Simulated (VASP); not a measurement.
Here is a VASP 6.6.1 calculation.

File INCAR:

```
SYSTEM = Y4Si7Pd8
PREC     = Accurate       ! precision mode
ENCUT    = 520            ! plane-wave cutoff, eV
EDIFF    = 1E-6           ! SCF threshold, eV
ISMEAR   = -1             ! smearing method
SIGMA    = 0.05           ! smearing width, eV
LREAL    = Auto         
LASPH    = .True.         ! aspherical terms in the spheres
NELM     = 100            ! most SCF steps
ALGO     = Normal         ! electronic algorithm
ISIF     = 2              ! what is computed and relaxed
LWAVE    = .False.        ! write WAVECAR
LCHARG   = .False.        ! write CHGCAR
GGA      = PS             ! functional
NBANDS   = 91             ! bands
```

Contents of KPOINTS:

```
Automatic mesh
0
Gamma
  2 2 3
  0 0 0
```

POSCAR

```
Y4Si7Pd8
1.0
    0.0000000000      8.2371240000      0.0000000000
    8.2371240000      0.0000000000      0.0000000000
    2.0592810000      2.0592810000     -4.9133200000
Y Pd Si
4 8 7
Direct
   -0.0034100002     -0.0009837893      0.0076612148
   -0.0004936184      0.4992116185     -0.0008430145
    0.5003847983      0.0001467298     -0.0016479692
    0.4992132625      0.4963001098      0.0076426937
    0.3720681063      0.1200624305      0.5045828483
    0.1261656640      0.3792756087      0.4923353252
    0.3730386989      0.6231177314      0.4984234693
    0.1234723252      0.8728114149      0.4983060334
    0.8750688014      0.1245265004      0.5021295173
    0.6247695045      0.3748344543      0.5021374549
    0.8796382204      0.6259603590      0.4922280657
    0.6205971150      0.8719200282      0.5043331190
    0.1906219710      0.1875256233      0.2384041748
    0.3085216787      0.3089163553      0.7620541711
    0.1995136541      0.6991867196      0.2142783291
    0.6874968314      0.1873322108      0.2421545920
    0.8076744319      0.3074018854      0.7712170182
    0.6876929477      0.6902967691      0.2384438628
    0.8092596495      0.8082357485      0.7620674005
```

Potentials or basis: VASP PAW PBE potentials, release 64 (Y_sv, Pd, Si).

Command:

```console
$ cat potpaw_PBE.64/Y_sv/POTCAR potpaw_PBE.64/Pd/POTCAR potpaw_PBE.64/Si/POTCAR > POTCAR
$ mpirun -np 1 vasp_std > vasp.out
```

What does it give for the pressure?

-2.9 GPa.

Estimate the largest force.

0.018 eV/Å.

What does it give for the band gap on the k mesh?

Zero (bands 76 and 77 overlap by 0.53 eV).

Stress tensor (GPa, compression positive):
```
-3.46  0.00  0.14
 0.00 -3.46  0.14
 0.14  0.14 -1.79
```

Caveat: the k points lie up to 0.43 Å⁻¹ apart, too coarse for converged energies and pressures of a metal; the PAW data sets were made with another functional, which shifts forces and pressure a little.
